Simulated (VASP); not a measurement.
Set up this calculation in VASP 6.6.1, as the native input.

```yaml
Task: single point
Functional: PBEsol
Potentials_or_basis: VASP PAW PBE potentials, release 64 (Ni)
Cutoff: 520 eV
k_mesh: 13 × 13 × 7
Occupations: fermi-dirac, width 0.1 eV
Spin: collinear spin, ferromagnetic start
Starting_moments: "[1.5, 1.5] μB"
Dipole_correction: no
Further_INCAR_settings: ALGO = Normal; EDIFF = 1e-06; NBANDS = 21
```

The structure of Ni lies in POSCAR:

```
Ni
1.0
    2.5116362681      0.0000000000      0.0000000000
   -1.2558176211      2.1751407035      0.0000000000
    0.0000000000      0.0000000000      4.1786422293
Ni
2
Direct
    0.3333333333      0.6666666667      0.2500000000
    0.6666666667      0.3333333333      0.7500000000
```

This isn't the form of Ni at room conditions, which is fcc.

These files were run (other wordings do the same):

INCAR

```
SYSTEM = Ni
ALGO = Normal ; EDIFF = 1E-6
ENCUT = 520 ; GGA = PS
ISIF = 2 ; ISMEAR = -1
ISPIN = 2 ; LASPH = .TRUE.
LCHARG = .TRUE. ; LELF = .TRUE.
LMAXMIX = 4 ; LORBIT = 11
LREAL = .FALSE. ; LVHAR = .TRUE.
LWAVE = .FALSE. ; MAGMOM = 1.5 1.5
NBANDS = 21 ; NELM = 150
PREC = Accurate ; SIGMA = 0.1
```

KPOINTS

```
k-points
0
G
  13 13 7
  0 0 0
```

Potentials or basis: VASP PAW PBE potentials, release 64 (Ni).

The run is started by

```console
$ cat potpaw_PBE.64/Ni/POTCAR > POTCAR
$ mpirun -np 1 vasp_std > vasp.out
```

It gave:

The pressure is -16.2 GPa. The net moment is 1.26 μB per cell, the site moments are Ni +0.64 μB and the valence electrons inside the program's atomic spheres are Ni 9.23.

Caveat: the cell stands under tension; the PAW data sets were made with another functional, which shifts forces and pressure a little.

It took 32 s on 1 thread of Intel(R) Xeon(R) 6975P-C (Granite Rapids) (shared host), peak memory 0.18 GiB.
